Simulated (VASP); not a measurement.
# Na (P6_3/mmc) in VASP: a series of runs, part 3 of 3

VASP 6.6.1.

## 4. Single point, PBE

This run uses another cell than the first one, of 37.13 Å³/atom, 0.893 times its volume.

INCAR

```
  PREC = Accurate
  ENCUT = 500
  EDIFF = 1E-6
  ISMEAR = -1
  SIGMA = 0.1
  LREAL = False
  LASPH = True
  NELM = 120
  ALGO = Normal
  ISIF = 2
  LWAVE = False
  LCHARG = False
  GGA = PE
  NBANDS = 14
  GGA_COMPAT = False
```

KPOINTS

```
Automatic mesh
0
Gamma
  16 16 9
```

POSCAR

```
Na
1.0
    3.7445808201      0.0000000000      0.0000000000
   -1.8722904100      3.2429021167      0.0000000000
    0.0000000000      0.0000000000      6.1144825084
Na
2
Direct
    0.3333333333      0.6666666667      0.2500000000
    0.6666666667      0.3333333333      0.7500000000
```

Potentials or basis: VASP PAW PBE potentials, release 64 (Na_pv).

Started as:

```
> cat potpaw_PBE.64/Na_pv/POTCAR > POTCAR
> mpirun -np 1 vasp_std > vasp.out
```

OUTCAR:

```text
PREC = Accurate
   ENCUT = 500
   EDIFF = 1E-6
   ISMEAR = -1
   LREAL = False
   LASPH = True
   NELM = 120
   ISIF = 2
   GGA = PE

 ion  position               nearest neighbor table
   1  0.333  0.667  0.250-
   2  0.667  0.333  0.750-

  LATTYP: Found a hexagonal cell.
 ALAT       =     3.7445808201
 C/A-ratio  =     1.6328883798

  Lattice vectors:

 A1 = (   3.7445808201,   0.0000000000,   0.0000000000)
 A2 = (  -1.8722904100,   3.2429021167,   0.0000000000)
 A3 = (   0.0000000000,   0.0000000000,   6.1144825084)

Analysis of symmetry for initial positions (statically):
=====================================================================
 Subroutine PRICEL returns:
 Original cell was already a primitive cell.

 Routine SETGRP: Setting up the symmetry group for a
 hexagonal supercell.

 Subroutine GETGRP returns: Found 24 space group operations
 (whereof 12 operations were pure point group operations)
 out of a pool of 24 trial point group operations.

The static configuration has the point symmetry D_3d.
 The point group associated with its full space group is D_6h.

Analysis of symmetry for dynamics (positions and initial velocities):
=====================================================================
 Subroutine PRICEL returns:
 Original cell was already a primitive cell.

 Routine SETGRP: Setting up the symmetry group for a
 hexagonal supercell.

 Subroutine GETGRP returns: Found 24 space group operations
 (whereof 12 operations were pure point group operations)
 out of a pool of 24 trial point group operations.

The dynamic configuration has the point symmetry D_3d.
 The point group associated with its full space group is D_6h.

 Subroutine INISYM returns: Found 24 space group operations
 (whereof 12 operations are pure point group operations),
 and found     1 'primitive' translations

----------------------------------------------------------------------------------------

                                     Primitive cell

  volume of cell :      74.2501

  direct lattice vectors                    reciprocal lattice vectors
     3.744580820  0.000000000  0.000000000     0.267052588  0.154182884  0.000000000
    -1.872290410  3.242902117  0.000000000     0.000000000  0.308365767  0.000000000
     0.000000000  0.000000000  6.114482508     0.000000000  0.000000000  0.163546138

  length of vectors
     3.744580820  3.744580820  6.114482508     0.308365767  0.308365767  0.163546138

  position of ions in fractional coordinates (direct lattice)
     0.333333333  0.666666667  0.250000000
     0.666666667  0.333333333  0.750000000

  ion indices of the primitive-cell ions
   primitive index   ion index
                 1           1
                 2           2

----------------------------------------------------------------------------------------

 KPOINTS: Automatic mesh

Automatic generation of k-mesh.
 Grid dimensions read from file:
 generate k-points for:   16   16    9

 Generating k-lattice:

[... 23 lines left out ...]
  0.312500 -0.000000  0.000000      6.000000
[... 16 lines left out ...]
  0.187500  0.187500  0.000000      6.000000
  0.250000  0.187500  0.000000     12.000000
 [... further k-points ...]
   k-points           NKPTS =    150   k-points in BZ     NKDIM =    150   number of bands    NBANDS=     14
   number of dos      NEDOS =    301   number of ions     NIONS =      2
   total plane-waves  NPLWV =  37632
   dimension x,y,z NGX =    28 NGY =   28 NGZ =   48
   dimension x,y,z NGXF=    56 NGYF=   56 NGZF=   96
   ions per type =               2
   NGX,Y,Z   is equivalent  to a cutoff of  12.43, 12.43, 13.05 a.u.
   NGXF,Y,Z  is equivalent  to a cutoff of  24.86, 24.86, 26.10 a.u.
 SYSTEM =  unknown system
   PREC   = accura    normal or accurate (medium, high low for compatibility)
   ISTART =      0    job   : 0-new  1-cont  2-samecut
   ICHARG =      2    charge: 1-file 2-atom 10-const
   ISPIN  =      1    spin polarized calculation?
   LNONCOLLINEAR =      F non collinear calculations
   LSORBIT =      F    spin-orbit coupling
   LASPH  =      T    aspherical Exc in radial PAW
   ENCUT  =  500.0 eV  36.75 Ry    6.06 a.u.   6.83  6.83 11.15*2*pi/ulx,y,z
   NELM   =    120;   NELMIN=  2; NELMDL= -5     # of ELM steps
   EDIFF  = 0.1E-05   stopping-criterion for ELM
   LREAL  =      F    real-space projection
   EDIFFG = 0.1E-04   stopping-criterion for IOM
   NSW    =      0    number of steps for IOM
   IBRION =     -1    ionic relax: 0-MD 1-quasi-New 2-CG
   NFREE  =      0    steps in history (QN), initial steepest desc. (CG)
   ISIF   =      2    stress and relaxation
   ISYM   =      2    0-nonsym 1-usesym 2-fastsym
   POTIM  = 0.5000    time-step for ionic-motion
   TEBEG  =    0.0;   TEEND  =   0.0 temperature during run
   PSTRESS=    0.0 pullay stress
   NELECT =      14.0000    total number of electrons
   NUPDOWN=      -1.0000    fix difference up-down
   EMIN   =  10.00;   EMAX   =-10.00  energy-range for DOS
   EFERMI =   0.00;   METHOD = LEGACY
   ISMEAR =    -1;   SIGMA  =   0.10  broadening in eV -4-tet -1-fermi 0-gaus
   EFERMI_NEDOS =   21; number of points for ismear=-14 and -15
   IALGO  =     38    algorithm
   IMIX   =      4    mixing-type and parameters
     AMIX     =   0.40;   BMIX     =  1.00
     AMIX_MAG =   1.60;   BMIX_MAG =  1.00
  volume/ion in A,a.u.               =      37.13       250.53
  Fermi-wavevector in a.u.,A,eV,Ry     =   0.938754  1.773988 11.990264  0.881260
  Thomas-Fermi vector in A             =   2.065998
   LORBIT       =      0    0 simple, 1 ext, 2 COOP (PROOUT), +10 PAW based schemes
   GGA     = PE    functional components
   LHFCALC =     F    Hartree Fock is set to
   AEXX    =    0.0000 exact exchange contribution
   IVDW    =     0    specifies the selected vdW correction
   LEPSILON=     F    determine dielectric tensor
   LRPA    =     F    only Hartree local field effects (RPA)
 non-spin polarized calculation
  energy-cutoff  :      500.00
  volume of cell :       74.25
 maximum number of plane-waves:      1906
 NGX is ok and might be reduce to    28
   NGX = 13   NGY = 13   NGZ = 23

 number of electron      14.0000002 magnetization

 Free energy of the ion-electron system (eV)
  ---------------------------------------------------
  ext. energy  EPLUGINS =         0.00000000
  ---------------------------------------------------
  free energy    TOTEN  =        -2.63928181 eV

  energy without entropy =       -2.60826156  energy(sigma->0) =       -2.62377168

 E-fermi :   0.3336     XC(G=0):  -6.4980

 val. band max:        0.3088457581   @ k =   0.3750   0.0000   0.4444
 cond. band min:       0.3518721270   @ k =   0.1875   0.1875   0.3333
 fundamental gap:      0.0430263689
 Fermi energy:         0.3335904155

 k-point     1 :       0.0000    0.0000    0.0000
  band No.  band energies     occupation
      1     -24.6081      2.00000
      2     -24.5785      2.00000
      3     -24.5785      2.00000
      4     -24.5736      2.00000
      5     -24.5736      2.00000
      6     -24.5733      2.00000
      7      -2.9518      2.00000
      8       0.8793      0.00850
      9       1.2830      0.00015
     10      10.2954      0.00000
     11      10.2954      0.00000
     12      10.6578      0.00000
     13      10.6578      0.00000
     14      10.7939      0.00000
[... 377 lines left out ...]
      1     -24.5979      2.00000
      2     -24.5959      2.00000
      3     -24.5955      2.00000
      4     -24.5867      2.00000
      5     -24.5816      2.00000
      6     -24.5796      2.00000
      7      -0.8551      1.99999
      8       2.7861      0.00000
      9       2.9658      0.00000
     10       3.6965      0.00000
     11       4.6522      0.00000
     12       6.9551      0.00000
     13       7.8101      0.00000
     14       7.8370      0.00000

 [... further k-points ...]

------------------------ aborting loop because EDIFF is reached ----------------------------------------

  FORCE on cell =-STRESS in cart. coord.  units (eV):
  Direction    XX          YY          ZZ          XY          YZ          ZX
  --------------------------------------------------------------------------------------
  -------------------------------------------------------------------------------------
  Total       -0.0041637     -0.0041637     -0.0065439     -0.0000000     -0.0000000      0.0000000
  in kB       -0.0898441     -0.0898441     -0.1412053     -0.0000000     -0.0000000      0.0000000
  external PRESSURE =      -0.1069645 kB  Pullay stress =       0.0000000 kB

 VOLUME and BASIS-vectors are now :
 -----------------------------------------------------------------------------
  energy-cutoff  :      500.00
  volume of cell :       74.25
      direct lattice vectors                 reciprocal lattice vectors
     3.744580820  0.000000000  0.000000000     0.267052588  0.154182884  0.000000000
    -1.872290410  3.242902117  0.000000000     0.000000000  0.308365767  0.000000000
     0.000000000  0.000000000  6.114482508     0.000000000  0.000000000  0.163546138

 POSITION                                       TOTAL-FORCE (eV/Angst)
 -----------------------------------------------------------------------------------
     -0.00000      2.16193      1.52862        -0.000000      0.000000      0.000000
      1.87229      1.08097      4.58586         0.000000     -0.000000      0.000000
 -----------------------------------------------------------------------------------
    total drift:                               -0.000000      0.000000     -0.000000

  FREE ENERGIE OF THE ION-ELECTRON SYSTEM (eV)
  ---------------------------------------------------
  free  energy   TOTEN  =        -2.6392818078 eV

  energy  without entropy=       -2.6082615611  energy(sigma->0) =       -2.62377168
```

stdout:

```text
POSCAR found type information on POSCAR Na
 POSCAR found :  1 types and       2 ions
 scaLAPACK will be used
 LDA part: xc-table for (Slater+PW92), standard interpolation
 POSCAR, INCAR and KPOINTS ok, starting setup
 FFT: planning ... GRIDC
 FFT: planning ... GRID_SOFT
 FFT: planning ... GRID
 WAVECAR not read
 entering main loop
```

It took 70 s on 1 thread of Intel Xeon 6975P-C, shared host; peak memory 0.25 GiB.

Results:

- Free energy: -2.6393 eV
- Pressure: 0.0 GPa
- Band gap on the k mesh: zero (band 7 reaches 1.92 eV, above the bottom of band 8 at -1.68 eV)

Levels at points of the mesh, in eV from the Fermi level:
```tsv
k point	band 3	band 4	band 5	band 6	band 7	band 8	band 9	band 10	band 11	band 12
(0.00, 0.00, 0.00)	-24.91	-24.91	-24.91	-24.91	-3.29	0.55	0.95	9.96	9.96	10.32
(0.50, 0.00, 0.00)	-24.93	-24.92	-24.92	-24.91	0.23	0.35	3.84	3.87	4.35	4.57
```

## 5. Single point, PBE, non-collinear spin, zero start, spin-orbit coupling

This run uses another cell than the first one, of 37.13 Å³/atom, 0.893 times its volume.

INCAR

```
ALGO = Normal
EDIFF = 1E-6
ENCUT = 500
GGA = PE
GGA_COMPAT = False
ISIF = 2
ISMEAR = -1
LASPH = True
LCHARG = True
LORBIT = 11
LORBMOM = True
LREAL = False
LSORBIT = True
LVHAR = True
LWAVE = False
MAGMOM = 0 0 0 0 0 0
NBANDS = 26
NELM = 200
PREC = Accurate
SIGMA = 0.1
```

KPOINTS

```
k-points
0
Gamma
  10 10 5
```

POSCAR is that of step 4.

Potentials or basis: VASP PAW PBE potentials, release 64 (Na_pv).

Started as:

```
> cat potpaw_PBE.64/Na_pv/POTCAR > POTCAR
> mpirun -np 1 vasp_ncl > vasp.out
```

OUTCAR:

```text
EDIFF = 1E-6
   ENCUT = 500
   GGA = PE
   ISIF = 2
   ISMEAR = -1
   LASPH = True
   LORBIT = 11
   LREAL = False
   LSORBIT = True
   NELM = 200
   PREC = Accurate

 ion  position               nearest neighbor table
   1  0.333  0.667  0.250-
   2  0.667  0.333  0.750-

  LATTYP: Found a hexagonal cell.
 ALAT       =     3.7445808201
 C/A-ratio  =     1.6328883798

  Lattice vectors:

 A1 = (   3.7445808201,   0.0000000000,   0.0000000000)
 A2 = (  -1.8722904100,   3.2429021167,   0.0000000000)
 A3 = (   0.0000000000,   0.0000000000,   6.1144825084)

Analysis of symmetry for initial positions (statically):
=====================================================================
 Subroutine PRICEL returns:
 Original cell was already a primitive cell.

 Routine SETGRP: Setting up the symmetry group for a
 hexagonal supercell.

 Subroutine GETGRP returns: Found 24 space group operations
 (whereof 12 operations were pure point group operations)
 out of a pool of 24 trial point group operations.

The static configuration has the point symmetry D_3d.
[... 961 lines left out ...]
     0.0000000     0.0000000     0.0000000     0.0000000     0.0000000     0.0000000     0.0000000
     0.0000000     0.0000000     0.0000000     0.0000000     0.0000000     0.0000000     0.0000000
     0.0000000     0.0000000     0.0000000     0.0000000     0.0000000     0.0000000     0.0000000
     0.0000000     0.0000000     0.0000000     0.0000000     0.0000000     0.0000000     0.0000000
     0.0000000     0.0000000     0.0000000     0.0000000     0.0000000     0.0000000     0.0000000

 Ion:    2  E_soc:     -0.0007333
 l=   1
     0.0000000    -0.0001222    -0.0001222
    -0.0001222     0.0000000    -0.0001222
    -0.0001222    -0.0001222     0.0000000
 l=   2
     0.0000000     0.0000000     0.0000000     0.0000000     0.0000000
     0.0000000     0.0000000     0.0000000     0.0000000     0.0000000
     0.0000000     0.0000000     0.0000000     0.0000000     0.0000000
     0.0000000     0.0000000     0.0000000     0.0000000     0.0000000
     0.0000000     0.0000000     0.0000000     0.0000000     0.0000000
 l=   3
     0.0000000     0.0000000     0.0000000     0.0000000     0.0000000     0.0000000     0.0000000
     0.0000000     0.0000000     0.0000000     0.0000000     0.0000000     0.0000000     0.0000000
     0.0000000     0.0000000     0.0000000     0.0000000     0.0000000     0.0000000     0.0000000
     0.0000000     0.0000000     0.0000000     0.0000000     0.0000000     0.0000000     0.0000000
     0.0000000     0.0000000     0.0000000     0.0000000     0.0000000     0.0000000     0.0000000
     0.0000000     0.0000000     0.0000000     0.0000000     0.0000000     0.0000000     0.0000000
     0.0000000     0.0000000     0.0000000     0.0000000     0.0000000     0.0000000     0.0000000

 total charge

# of ion       s       p       d       tot
------------------------------------------
    1        0.098   5.964   0.000   6.062
    2        0.098   5.964   0.000   6.062
--------------------------------------------------
tot          0.197  11.928   0.000  12.124

 magnetization (x)

# of ion       s       p       d       tot
------------------------------------------
    1        0.000   0.000   0.000   0.000
    2        0.000  -0.000   0.000  -0.000
--------------------------------------------------
tot          0.000  -0.000   0.000  -0.000

 magnetization (y)

# of ion       s       p       d       tot
------------------------------------------
    1       -0.000   0.000   0.000  -0.000
    2       -0.000   0.000   0.000  -0.000
--------------------------------------------------
tot         -0.000   0.000   0.000  -0.000

 magnetization (z)

# of ion       s       p       d       tot
------------------------------------------
    1        0.000   0.000   0.000   0.000
    2        0.000   0.000   0.000   0.000
--------------------------------------------------
tot          0.000   0.000   0.000   0.000
```

Wall time 1.8 min (1 thread of Intel Xeon 6975P-C, shared host); peak memory 0.37 GiB.

Results:

```yaml
Free_energy: -2.6394 eV
Pressure: -0.1 GPa
Net_moment: 0.00 μB per cell
Valence_electrons_inside_the_program's_atomic_spheres: Na 6.06
```

Moments on the atoms (μB; x, y, z):
```
Na  0.00 0.00 0.00
Na  0.00 0.00 0.00
```

## 6. Overview

```tsv
task	spin	cell	k mesh	gap on the mesh (eV)	pressure (GPa)
single point	off	a = 3.889, b = 3.889, c = 6.350 Å, angles 90.0, 90.0, 120.0°, 2 atoms	11 × 11 × 6	none	-0.7
relaxation of cell and atoms	off	relaxed from a = 3.764, b = 3.764, c = 6.147 Å, angles 90.0, 90.0, 120.0°, 2 atoms	10 × 10 × 5	none	0.0
single point	off	a = 3.745, b = 3.745, c = 6.114 Å, angles 90.0, 90.0, 120.0°, 2 atoms	16 × 16 × 9	none	0.0
single point	non-collinear, zero start, SOC	a = 3.745, b = 3.745, c = 6.114 Å, angles 90.0, 90.0, 120.0°, 2 atoms	10 × 10 × 5	-	-0.1
```

Alike in all rows: level PBE; potentials or basis VASP PAW PBE potentials, release 64 (Na_pv); cutoff (eV) 500; smearing fermi-dirac 0.1 eV.

Total energies depend on the potentials used, so only differences within one code and one set of settings carry meaning.
